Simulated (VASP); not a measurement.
# Si (P6/mmm) in VASP: a series of runs, part 2 of 2

VASP 6.6.1. The steps go on from the part before.

## (4) Single point, r2SCAN (strain +0.030 along x and y, +0.030 along z)

POSCAR reads:

```
Si
1.0
    2.6991590993      0.0000000000      0.0000000000
   -1.3495795497      2.3375403489      0.0000000000
    0.0000000000      0.0000000000      2.5403450217
Si
1
Direct
    0.0000000000      0.0000000000      0.0000000000
```

INCAR.step1 reads:

```
SYSTEM = Si
PREC = Accurate
ENCUT = 520
ISMEAR = 0
SIGMA = 0.15
LREAL = .False.
LASPH = .True.
NELM = 60
NBANDS = 8
GGA = PE
ALGO = Normal
EDIFF = 1E-4
LWAVE = .True.
LCHARG = .False.
```

INCAR.step2 reads:

```
SYSTEM = Si
PREC = Accurate
ENCUT = 520
EDIFF = 1E-6
ISMEAR = 0
SIGMA = 0.15
LREAL = .False.
LASPH = .True.
NELM = 60
ALGO = Normal
ISIF = 2
LWAVE = .False.
LCHARG = .False.
METAGGA = R2SCAN
LMIXTAU = .True.
NBANDS = 8
ISTART = 1
```

KPOINTS reads:

```
Automatic mesh
0
Gamma
  24 24 20
  0 0 0
```

Potentials or basis: VASP PAW PBE potentials, release 64 (Si).

The run is started by

```sh
$ cat potpaw_PBE.64/Si/POTCAR > POTCAR
$ cp INCAR.step1 INCAR
$ mpirun -np 1 vasp_std > vasp.out
$ cp INCAR.step2 INCAR
$ mpirun -np 1 vasp_std > vasp.out
```

OUTCAR:

```text
SYSTEM = Si
   PREC = Accurate
   ENCUT = 520
   EDIFF = 1E-6
   ISMEAR = 0
   LREAL = .False.
   LASPH = .True.
   NELM = 60
   ISIF = 2
   METAGGA = R2SCAN
   ISTART = 1

 ion  position               nearest neighbor table
   1  0.000  0.000  0.000-

  LATTYP: Found a hexagonal cell.
 ALAT       =     2.6991590993
 C/A-ratio  =     0.9411616464

  Lattice vectors:

 A1 = (   2.6991590993,   0.0000000000,   0.0000000000)
 A2 = (  -1.3495795497,   2.3375403489,   0.0000000000)
 A3 = (   0.0000000000,   0.0000000000,   2.5403450217)

Analysis of symmetry for initial positions (statically):
=====================================================================
 Subroutine PRICEL returns:
 Original cell was already a primitive cell.

 Routine SETGRP: Setting up the symmetry group for a
 hexagonal supercell.

 Subroutine GETGRP returns: Found 24 space group operations
 (whereof 24 operations were pure point group operations)
 out of a pool of 24 trial point group operations.

The static configuration has the point symmetry D_6h.

Analysis of symmetry for dynamics (positions and initial velocities):
=====================================================================
 Subroutine PRICEL returns:
 Original cell was already a primitive cell.

 Routine SETGRP: Setting up the symmetry group for a
 hexagonal supercell.

 Subroutine GETGRP returns: Found 24 space group operations
 (whereof 24 operations were pure point group operations)
 out of a pool of 24 trial point group operations.

The dynamic configuration has the point symmetry D_6h.

 Subroutine INISYM returns: Found 24 space group operations
 (whereof 24 operations are pure point group operations),
 and found     1 'primitive' translations

----------------------------------------------------------------------------------------

                                     Primitive cell

  volume of cell :      16.0280

  direct lattice vectors                    reciprocal lattice vectors
     2.699159099  0.000000000  0.000000000     0.370485756  0.213900051  0.000000000
    -1.349579550  2.337540349  0.000000000     0.000000000  0.427800102  0.000000000
     0.000000000  0.000000000  2.540345022     0.000000000  0.000000000  0.393647316

  length of vectors
     2.699159099  2.699159099  2.540345022     0.427800102  0.427800102  0.393647316

  position of ions in fractional coordinates (direct lattice)
     0.000000000  0.000000000  0.000000000

  ion indices of the primitive-cell ions
   primitive index   ion index
                 1           1

----------------------------------------------------------------------------------------

 KPOINTS: Automatic mesh

Automatic generation of k-mesh.
 Grid dimensions read from file:
 generate k-points for:   24   24   20

 Generating k-lattice:

  Cartesian coordinates                     Fractional coordinates (reciprocal lattice)
     0.015436907  0.008912502  0.000000000     0.041666667  0.000000000  0.000000000
     0.000000000  0.017825004  0.000000000     0.000000000  0.041666667  0.000000000
     0.000000000  0.000000000  0.019682366     0.000000000  0.000000000  0.050000000

  Length of vectors
     0.017825004  0.017825004  0.019682366

  Shift w.r.t. Gamma in fractional coordinates (k-lattice)
     0.000000000  0.000000000  0.000000000

 Subroutine IBZKPT returns following result:
 ===========================================

 Found    671 irreducible k-points:

 Following reciprocal coordinates:
            Coordinates               Weight
  0.000000  0.000000  0.000000      1.000000
  0.041667  0.000000  0.000000      6.000000
  0.083333  0.000000  0.000000      6.000000
  0.125000  0.000000  0.000000      6.000000
  0.166667  0.000000  0.000000      6.000000
  0.208333  0.000000  0.000000      6.000000
[... 16 lines left out ...]
  0.416667  0.041667  0.000000     12.000000
  0.458333  0.041667  0.000000     12.000000
 [... further k-points ...]
   k-points           NKPTS =    671   k-points in BZ     NKDIM =    671   number of bands    NBANDS=      8
   number of dos      NEDOS =    301   number of ions     NIONS =      1
   total plane-waves  NPLWV =   8000
   dimension x,y,z NGX =    20 NGY =   20 NGZ =   20
   dimension x,y,z NGXF=    40 NGYF=   40 NGZF=   40
   ions per type =               1
   NGX,Y,Z   is equivalent  to a cutoff of  12.32, 12.32, 13.09 a.u.
   NGXF,Y,Z  is equivalent  to a cutoff of  24.64, 24.64, 26.18 a.u.
 SYSTEM =  Si
   PREC   = accura    normal or accurate (medium, high low for compatibility)
   ISTART =      1    job   : 0-new  1-cont  2-samecut
   ICHARG =      0    charge: 1-file 2-atom 10-const
   ISPIN  =      1    spin polarized calculation?
   LNONCOLLINEAR =      F non collinear calculations
   LSORBIT =      F    spin-orbit coupling
   LASPH  =      T    aspherical Exc in radial PAW
   ENCUT  =  520.0 eV  38.22 Ry    6.18 a.u.   5.02  5.02  4.72*2*pi/ulx,y,z
   NELM   =     60;   NELMIN=  2; NELMDL=  0     # of ELM steps
   EDIFF  = 0.1E-05   stopping-criterion for ELM
   LREAL  =      F    real-space projection
   EDIFFG = 0.1E-04   stopping-criterion for IOM
   NSW    =      0    number of steps for IOM
   IBRION =     -1    ionic relax: 0-MD 1-quasi-New 2-CG
   NFREE  =      0    steps in history (QN), initial steepest desc. (CG)
   ISIF   =      2    stress and relaxation
   ISYM   =      2    0-nonsym 1-usesym 2-fastsym
   POTIM  = 0.5000    time-step for ionic-motion
   TEBEG  =    0.0;   TEEND  =   0.0 temperature during run
   PSTRESS=    0.0 pullay stress
   NELECT =       4.0000    total number of electrons
   NUPDOWN=      -1.0000    fix difference up-down
   EMIN   =  10.00;   EMAX   =-10.00  energy-range for DOS
   EFERMI =   0.00;   METHOD = LEGACY
   ISMEAR =     0;   SIGMA  =   0.15  broadening in eV -4-tet -1-fermi 0-gaus
   EFERMI_NEDOS =   21; number of points for ismear=-14 and -15
   IALGO  =     38    algorithm
   IMIX   =      4    mixing-type and parameters
     AMIX     =   0.40;   BMIX     =  1.00
     AMIX_MAG =   1.60;   BMIX_MAG =  1.00
  volume/ion in A,a.u.               =      16.03       108.16
  Fermi-wavevector in a.u.,A,eV,Ry     =   1.030706  1.947752 14.454210  1.062354
  Thomas-Fermi vector in A             =   2.164817
   LORBIT       =      0    0 simple, 1 ext, 2 COOP (PROOUT), +10 PAW based schemes
   METAGGA = R2SCAN    functional components
   LHFCALC =     F    Hartree Fock is set to
   AEXX    =    0.0000 exact exchange contribution
   IVDW    =     0    specifies the selected vdW correction
   LEPSILON=     F    determine dielectric tensor
   LRPA    =     F    only Hartree local field effects (RPA)
 non-spin polarized calculation
 Gauss-broadening in eV      SIGMA  =   0.15
  energy-cutoff  :      520.00
  volume of cell :       16.03
 maximum number of plane-waves:       447
 NGX is ok and might be reduce to    20
   NGX =  9   NGY =  9   NGZ =  9

 number of electron       4.0000000 magnetization

 Free energy of the ion-electron system (eV)
  ---------------------------------------------------
  ext. energy  EPLUGINS =         0.00000000
  ---------------------------------------------------
  free energy    TOTEN  =        -8.30377377 eV

  energy without entropy =       -8.29923221  energy(sigma->0) =       -8.30150299

 E-fermi :   8.6211     XC(G=0): -11.2808

 val. band max:        8.6206508151   @ k =   0.3333   0.2083   0.5000
 cond. band min:       8.6545340083   @ k =   0.3333   0.2500   0.4000
 fundamental gap:      0.0338831932
 Fermi energy:         8.6210717555

 k-point     1 :       0.0000    0.0000    0.0000
  band No.  band energies     occupation
      1      -5.5210      2.00000
      2      16.3996      0.00000
      3      16.4038      0.00000
      4      18.6829      0.00000
      5      18.6829      0.00000
      6      21.2596      0.00000
      7      21.2596      0.00000
      8      26.7979      0.00000

 k-point     2 :       0.0417    0.0000    0.0000
  band No.  band energies     occupation
      1      -5.4724      2.00000
      2      16.1554      0.00000
      3      16.4450      0.00000
      4      18.3615      0.00000
      5      18.4613      0.00000
      6      21.2095      0.00000
      7      21.6658      0.00000
      8      27.3332      0.00000
[... 221 lines left out ...]
 k-point    23 :       0.4167    0.0417    0.0000
  band No.  band energies     occupation
      1      -0.2637      2.00000
      2       3.2994      2.00000
      3      12.8839      0.00000
      4      16.3875      0.00000
      5      20.5871      0.00000
      6      24.7539      0.00000
      7      25.0669      0.00000
      8      29.0179      0.00000

 k-point    24 :       0.4583    0.0417    0.0000
  band No.  band energies     occupation
      1       0.6304      2.00000
      2       2.2341      2.00000
      3      12.7987      0.00000
      4      16.3189      0.00000
      5      21.0449      0.00000
      6      24.1529      0.00000
      7      25.6731      0.00000
      8      28.3129      0.00000

 [... further k-points ...]
[... 5 lines left out ...]
  --------------------------------------------------------------------------------------
  -------------------------------------------------------------------------------------
  Total       -0.6373362     -0.6373362     -0.7739988      0.0000000      0.0000000      0.0000000
  in kB      -63.7087153    -63.7087153    -77.3696353      0.0000000      0.0000000      0.0000000
  external PRESSURE =     -68.2623553 kB  Pullay stress =       0.0000000 kB

 VOLUME and BASIS-vectors are now :
 -----------------------------------------------------------------------------
  energy-cutoff  :      520.00
  volume of cell :       16.03
      direct lattice vectors                 reciprocal lattice vectors
     2.699159099  0.000000000  0.000000000     0.370485756  0.213900051  0.000000000
    -1.349579550  2.337540349  0.000000000     0.000000000  0.427800102  0.000000000
     0.000000000  0.000000000  2.540345022     0.000000000  0.000000000  0.393647316

 POSITION                                       TOTAL-FORCE (eV/Angst)
 -----------------------------------------------------------------------------------
      0.00000      0.00000      0.00000         0.000000      0.000000      0.000000
 -----------------------------------------------------------------------------------
    total drift:                                0.000000      0.000000      0.000000

  FREE ENERGIE OF THE ION-ELECTRON SYSTEM (eV)
  ---------------------------------------------------
  free  energy   TOTEN  =        -8.3037737737 eV

  energy  without entropy=       -8.2992322104  energy(sigma->0) =       -8.30150299
```

Wall time 82 s (1 thread of Intel Xeon 6975P-C (Granite Rapids), shared host); peak memory 0.18 GiB.

Results:

```
Free energy            : -8.3038 eV
Pressure               : -6.8 GPa
Band gap on the k mesh : zero (bands 2 and 3 overlap by 12.20 eV)
```

Caveat: the cell differs from its parent crystal (strain +0.030 along x and y, +0.030 along z); the cell stands under tension; the PAW data sets were made with another functional, which shifts forces and pressure a little.

## (5) Single point, r2SCAN (strain -0.015 along x and y, +0.015 along z)

POSCAR reads:

```
Si
1.0
    2.5812346727      0.0000000000      0.0000000000
   -1.2906173364      2.2354147996      0.0000000000
    0.0000000000      0.0000000000      2.5033497058
Si
1
Direct
    0.0000000000      0.0000000000      0.0000000000
```

INCAR.step1 reads:

```
PREC = Accurate
ENCUT = 520
ISMEAR = 0
SIGMA = 0.15
LREAL = False
LASPH = True
NELM = 60
NBANDS = 8
GGA = PE
ALGO = Normal
EDIFF = 1E-4
LWAVE = True
LCHARG = False
```

INCAR.step2 reads:

```
PREC = Accurate
ENCUT = 520
EDIFF = 1E-6
ISMEAR = 0
SIGMA = 0.15
LREAL = False
LASPH = True
NELM = 60
ALGO = Normal
ISIF = 2
LWAVE = False
LCHARG = False
METAGGA = R2SCAN
LMIXTAU = True
NBANDS = 8
ISTART = 1
```

KPOINTS reads:

```
Automatic mesh
0
Gamma
  24 24 20
```

Potentials or basis: VASP PAW PBE potentials, release 64 (Si).

The run is started by

```sh
$ cat potpaw_PBE.64/Si/POTCAR > POTCAR
$ cp INCAR.step1 INCAR
$ mpirun -np 1 vasp_std > vasp.out
$ cp INCAR.step2 INCAR
$ mpirun -np 1 vasp_std > vasp.out
```

OUTCAR:

```text
PREC = Accurate
   ENCUT = 520
   EDIFF = 1E-6
   ISMEAR = 0
   LREAL = False
   LASPH = True
   NELM = 60
   ISIF = 2
   METAGGA = R2SCAN
   ISTART = 1

 ion  position               nearest neighbor table
   1  0.000  0.000  0.000-

  LATTYP: Found a hexagonal cell.
 ALAT       =     2.5812346727
 C/A-ratio  =     0.9698264680

  Lattice vectors:

 A1 = (   2.5812346727,   0.0000000000,   0.0000000000)
 A2 = (  -1.2906173364,   2.2354147996,   0.0000000000)
 A3 = (   0.0000000000,   0.0000000000,   2.5033497058)
[... 435 lines left out ...]
  band No.  band energies     occupation
      1       1.7423      2.00000
      2       3.0706      2.00000
      3      14.7517      0.00000
      4      18.2173      0.00000
      5      22.9891      0.00000
      6      25.3080      0.00000
      7      28.1305      0.00000
      8      29.8762      0.00000

 [... further k-points ...]
[... 5 lines left out ...]
  --------------------------------------------------------------------------------------
  -------------------------------------------------------------------------------------
  Total        0.5941359      0.5941359     -0.1871666     -0.0000000     -0.0000000      0.0000000
  in kB       65.9005794     65.9005794    -20.7602155     -0.0000000     -0.0000000      0.0000000
  external PRESSURE =      37.0136478 kB  Pullay stress =       0.0000000 kB

 VOLUME and BASIS-vectors are now :
 -----------------------------------------------------------------------------
  energy-cutoff  :      520.00
  volume of cell :       14.44
      direct lattice vectors                 reciprocal lattice vectors
     2.581234673  0.000000000  0.000000000     0.387411501  0.223672135  0.000000000
    -1.290617336  2.235414800  0.000000000     0.000000000  0.447344269  0.000000000
     0.000000000  0.000000000  2.503349706     0.000000000  0.000000000  0.399464764

 POSITION                                       TOTAL-FORCE (eV/Angst)
 -----------------------------------------------------------------------------------
      0.00000      0.00000      0.00000         0.000000      0.000000      0.000000
 -----------------------------------------------------------------------------------
    total drift:                                0.000000      0.000000     -0.000000

  FREE ENERGIE OF THE ION-ELECTRON SYSTEM (eV)
  ---------------------------------------------------
  free  energy   TOTEN  =        -8.3162182375 eV

  energy  without entropy=       -8.3124467817  energy(sigma->0) =       -8.31433251
```

OSZICAR.step1:

```text
N       E                     dE             d eps       ncg     rms          rms(c)
DAV:   1    -0.232888309994E+01   -0.23289E+01   -0.18225E+03 11448   0.381E+02
DAV:   2    -0.508920588440E+01   -0.27603E+01   -0.26495E+01 15496   0.313E+01
DAV:   3    -0.510669529361E+01   -0.17489E-01   -0.17473E-01 12392   0.261E+00
DAV:   4    -0.510671532654E+01   -0.20033E-04   -0.20032E-04 17296   0.938E-02
DAV:   5    -0.510671533268E+01   -0.61335E-08   -0.59189E-08 12528   0.952E-04    0.307E+00
DAV:   6    -0.510316660632E+01    0.35487E-02   -0.12632E-03 12704   0.187E-01    0.176E+00
DAV:   7    -0.510057552697E+01    0.25911E-02   -0.30590E-03 12232   0.295E-01    0.164E-01
DAV:   8    -0.510057954269E+01   -0.40157E-05   -0.41061E-05 10968   0.467E-02
   1 F= -.51005795E+01 E0= -.50985164E+01  d E =-.412635E-02
```

Run time: 3.7 min. Hardware: 1 thread of AMD EPYC 7R43 (Zen 3), shared host; peak memory 0.14 GiB.

What came out:

* Free energy: -8.3162 eV
* Pressure: 3.7 GPa
* Band gap on the k mesh: zero (bands 2 and 3 overlap by 12.42 eV)

Caveat: the cell differs from its parent crystal (strain -0.015 along x and y, +0.015 along z); the cell stands under pressure; the PAW data sets were made with another functional, which shifts forces and pressure a little.

## (6) Single point, r2SCAN (strain -0.015 along x and y, +0.030 along z)

Changes to POSCAR since step 5:

```diff
@@ -4,3 +4,3 @@
    -1.2906173364      2.2354147996      0.0000000000
-    0.0000000000      0.0000000000      2.5033497058
+    0.0000000000      0.0000000000      2.5403450217
 Si
```

INCAR.step1 reads:

```
SYSTEM = Si
PREC     = Accurate       ! precision mode
ENCUT    = 520            ! plane-wave cutoff, eV
ISMEAR   = 0              ! smearing method
SIGMA    = 0.15           ! smearing width, eV
LREAL    = .False.        ! projectors in reciprocal space
LASPH    = .True.         ! aspherical terms in the spheres
NELM     = 60             ! most SCF steps
NBANDS   = 8              ! bands
GGA      = PE             ! functional
ALGO     = Normal         ! electronic algorithm
EDIFF    = 1E-4           ! SCF threshold, eV
LWAVE    = .True.         ! write WAVECAR
LCHARG   = .False.        ! write CHGCAR
```

INCAR.step2 reads:

```
SYSTEM = Si
PREC     = Accurate       ! precision mode
ENCUT    = 520            ! plane-wave cutoff, eV
EDIFF    = 1E-6           ! SCF threshold, eV
ISMEAR   = 0              ! smearing method
SIGMA    = 0.15           ! smearing width, eV
LREAL    = .False.        ! projectors in reciprocal space
LASPH    = .True.         ! aspherical terms in the spheres
NELM     = 60             ! most SCF steps
ALGO     = Normal         ! electronic algorithm
ISIF     = 2              ! what is computed and relaxed
LWAVE    = .False.        ! write WAVECAR
LCHARG   = .False.        ! write CHGCAR
METAGGA  = R2SCAN         ! meta-GGA
LMIXTAU  = .True.       
NBANDS   = 8              ! bands
ISTART   = 1
```

KPOINTS reads:

```
regular mesh
0
Gamma
  24 24 20
  0 0 0
```

Potentials or basis: VASP PAW PBE potentials, release 64 (Si).

The run is started by

```sh
$ cat potpaw_PBE.64/Si/POTCAR > POTCAR
$ cp INCAR.step1 INCAR
$ mpirun -np 1 vasp_std > vasp.out
$ cp INCAR.step2 INCAR
$ mpirun -np 1 vasp_std > vasp.out
```

Wall time 3.9 min (1 thread of AMD EPYC 7R43 (Zen 3), shared host); peak memory 0.14 GiB.

Results (log left out):

- Free energy: -8.3107 eV
- Pressure: 1.9 GPa
- Band gap on the k mesh: zero (bands 2 and 3 overlap by 11.84 eV)

Stress tensor (GPa, compression positive):
```
 5.87  0.00  0.00
 0.00  5.87  0.00
 0.00  0.00 -6.00
```

Levels at points of the mesh, in eV from the Fermi level:
| k point | band 1 | band 2 | band 3 | band 4 | band 5 |
| --- | --- | --- | --- | --- | --- |
| (0.00, 0.00, 0.00) | -14.95 | 7.01 | 7.38 | 12.01 | 12.01 |
| (0.50, 0.00, 0.00) | -7.65 | -7.19 | 6.11 | 7.22 | 12.63 |
| (0.00, 0.00, 0.50) | -10.37 | -7.64 | 15.50 | 15.50 | 15.96 |
| (0.50, 0.00, 0.50) | -3.68 | -2.16 | -1.98 | 1.75 | 9.57 |

Caveat: the cell differs from its parent crystal (strain -0.015 along x and y, +0.030 along z); the PAW data sets were made with another functional, which shifts forces and pressure a little.

## (7) Summary

| cell | gap on the mesh (eV) | pressure (GPa) |
| --- | --- | --- |
| a = 2.660, b = 2.660, c = 2.540 Å, angles 90.0, 90.0, 120.0°, 1 atom | none | -4.4 |
| a = 2.699, b = 2.699, c = 2.503 Å, angles 90.0, 90.0, 120.0°, 1 atom | none | -5.5 |
| a = 2.699, b = 2.699, c = 2.540 Å, angles 90.0, 90.0, 120.0°, 1 atom | none | -6.8 |
| a = 2.581, b = 2.581, c = 2.503 Å, angles 90.0, 90.0, 120.0°, 1 atom | none | 3.7 |
| a = 2.581, b = 2.581, c = 2.540 Å, angles 90.0, 90.0, 120.0°, 1 atom | none | 1.9 |

Alike in all rows: task single point; level r2SCAN; potentials or basis VASP PAW PBE potentials, release 64 (Si); no spin polarisation; k mesh 24 × 24 × 20; cutoff (eV) 520; smearing gaussian 0.15 eV.

Caveats: the PAW data sets were made with another functional, which shifts forces and pressure a little; the cell stands under tension (at least some runs); the cell stands under pressure (at least some runs).

Absolute energies hang on the potentials; compare differences alone.
